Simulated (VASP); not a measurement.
**KI: single point with LDA**

Crystal: KI.

```
K I
1.0
     0.00000    3.50200    3.41093
     3.50200    0.00000    3.41093
     3.50200    3.50200    0.00000
K I
1 1
Cartesian
  0.0000 0.0000 -0.1976
  3.5020 3.5020 3.4718
```

This cell differs from its parent crystal: atoms displaced along a vibrational mode, the cell strained.

| Quantity | Value |
| --- | --- |
| Program | VASP 6.6.1 |
| Task | single point |
| Functional | LDA |
| Potentials or basis | VASP PAW LDA potentials, release 64 (K_sv, I) |
| Cutoff | 520 eV |
| k mesh | 6 × 6 × 6 |
| Occupations | gaussian, width 0.05 eV |
| Spin | no spin polarisation |
| Dipole correction | no |
| Further INCAR settings | ALGO = Normal; EDIFF = 1e-06; NBANDS = 15 |

```yaml
Pressure: -0.3 GPa
Largest_force: 0.468 eV/Å
Band_gap_on_the_k_mesh: 3.74 eV
```

Forces on the atoms (eV/Å):
```
K    0.000  0.000  0.468
I    0.000  0.000 -0.468
```

Stress tensor (GPa, compression positive):
```
-1.01  0.00  0.00
 0.00 -1.01  0.00
 0.00  0.00  1.18
```

Levels at points of the mesh, in eV from the valence-band top:
| k point | band 4 | band 5 | band 6 | band 7 | band 8 | band 9 | band 10 | band 11 | band 12 | band 13 |
| --- | --- | --- | --- | --- | --- | --- | --- | --- | --- | --- |
| (0.00, 0.00, 0.00) | -11.77 | -10.63 | -0.02 | -0.02 | 0.00 | 3.74 | 6.26 | 6.26 | 6.41 | 7.02 |
| (0.50, 0.00, 0.00) | -11.77 | -10.24 | -1.50 | -0.40 | -0.38 | 5.29 | 7.49 | 7.90 | 8.10 | 8.57 |
| (0.50, 0.50, 0.00) | -11.79 | -10.43 | -1.06 | -0.44 | -0.44 | 4.59 | 5.61 | 8.01 | 8.09 | 9.42 |
| (0.50, 0.00, 0.50) | -11.79 | -10.45 | -1.13 | -0.41 | -0.39 | 4.68 | 5.59 | 8.00 | 8.68 | 8.74 |

Run time: 68 s on 1 thread of AMD EPYC 7R13, on a shared host, peak memory 0.17 GiB.

Caveat: the cell differs from its parent crystal (atoms displaced along a vibrational mode, the cell strained); spin-orbit coupling is left out, which moves the levels of the heavy elements.
